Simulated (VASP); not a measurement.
Re:

```
CELL_PARAMETERS angstrom
2.76000 0.00000 0.00000
-1.38000 2.39023 0.00000
0.00000 0.00000 4.45000
ATOMIC_POSITIONS crystal
Re 0.33333 0.66667 0.25000
Re 0.66667 0.33333 0.75000
```

| Quantity | Value |
| --- | --- |
| Program | VASP 6.6.1 |
| Task | relaxation of cell and atoms |
| Functional | LDA |
| Potentials or basis | VASP PAW LDA potentials, release 64 (Re) |
| Cutoff | 600 eV |
| k mesh | 9 × 9 × 4 |
| Occupations | gaussian, width 0.1 eV |
| Spin | no spin polarisation |

At the start: pressure -7.9 GPa; volume 14.68 Å³/atom.

Q: How do energy, volume and symmetry change on relaxing?

A: Over 3 steps the energy falls by 7.3 meV/atom and the volume is 14.40 Å³/atom (-1.9 %); space group P6_3/mmc (No. 194, to 0.1 Å) before and after.

Step by step:
```
step  energy change (eV)  largest force (eV/Å)  pressure (GPa)  volume (Å³)
   1              0.0000                0.0000           -7.91        29.36
   2              0.2863                0.0000           43.62        26.38
   3             -0.0146                0.0000           -0.34        28.80
```

Final structure:
```
Re
1.0
     2.74254    0.00000    0.00000
    -1.37127    2.37511    0.00000
     0.00000    0.00000    4.42124
Re
2
Direct
  0.33333 0.66667 0.25000
  0.66667 0.33333 0.75000
```
